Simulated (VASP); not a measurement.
Here is a VASP 6.6.1 calculation.

POSCAR

```
Ir
1.0
    0.0000000000      1.8960714079      1.8960714079
    1.8960714079      0.0000000000      1.8960714079
    1.8960714079      1.8960714079      0.0000000000
Ir
1
Direct
    0.0000000000      0.0000000000      0.0000000000
```

File INCAR.step1:

```
SYSTEM = Ir
PREC = Accurate ; ENCUT = 520
ISMEAR = 0 ; SIGMA = 0.05
LREAL = .False. ; LASPH = .True.
NELM = 60 ; NBANDS = 10
GGA = PE ; ALGO = Normal
EDIFF = 1E-4 ; LWAVE = .True.
LCHARG = .False.
```

The input INCAR.step2:

```
SYSTEM = Ir
PREC = Accurate ; ENCUT = 520
EDIFF = 1E-6 ; ISMEAR = 0
SIGMA = 0.05 ; LREAL = .False.
LASPH = .True. ; NELM = 60
ALGO = Normal ; ISIF = 2
LWAVE = .False. ; LCHARG = .False.
METAGGA = R2SCAN ; LMIXTAU = .True.
NBANDS = 10 ; ISTART = 1
```

File KPOINTS:

```
regular mesh
0
Gamma
  20 20 20
  0 0 0
```

Potentials or basis: VASP PAW PBE potentials, release 64 (Ir).

The run is started by

```bash
$ cat potpaw_PBE.64/Ir/POTCAR > POTCAR
$ cp INCAR.step1 INCAR
$ mpirun -np 1 vasp_std > vasp.out
$ cp INCAR.step2 INCAR
$ mpirun -np 1 vasp_std > vasp.out
```

Task: Estimate the pressure.

Result: 20.1 GPa.

Caveat: the PAW data sets were made with another functional, which shifts forces and pressure a little.
